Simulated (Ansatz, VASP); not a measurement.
**SnO2: VASP beside Ansatz**

```xyz
6
Lattice="4.7684 0.0000 0.0000 0.0000 4.7684 0.0000 0.0000 0.0000 3.2124" Properties=species:S:1:pos:R:3 pbc="T T T"
Sn    2.3842    2.3842    1.6062
Sn    0.0000    0.0000    0.0000
O     0.9239    3.8446    1.6062
O     3.8446    0.9239    1.6062
O     1.4604    1.4604    0.0000
O     3.3081    3.3081    0.0000
```

Alike in both runs: task single point; functional PBEsol; k mesh 6 × 6 × 8; occupations gaussian, width 0.02 eV; no spin polarisation.

|  | VASP | Ansatz |
| --- | --- | --- |
| version | VASP 6.6.1 | Ansatz 0.2.0 |
| potentials or method | VASP PAW PBE potentials, release 64 (Sn_d, O), cutoff 520 eV | scalar-relativistic, plane waves, PAW |
| valence electrons in the cell | 52 | 52 |

Ansatz gave:

| Property | Result |
| --- | --- |
| gap on the k mesh at the Fermi level (eV) | 0.92 |
| least direct gap on the mesh (eV) | 0.92 |
| pressure (GPa) | 0.0 |
| traceless stress, the component that is largest in VASP (GPa) | -0.03 |
| rms of the force components (eV/Å) | 0.002 |

Which values does VASP return?

gap on the k mesh at the Fermi level (eV): 0.91; least direct gap on the mesh (eV): 0.91; pressure (GPa): 0.6; traceless stress, the component that is largest in VASP (GPa): 0.18; rms of the force components (eV/Å): 0.006.

VASP's potentials were made for PBE, not for PBEsol. Atom by atom the forces differ by 0.007 eV/Å (rms over components).
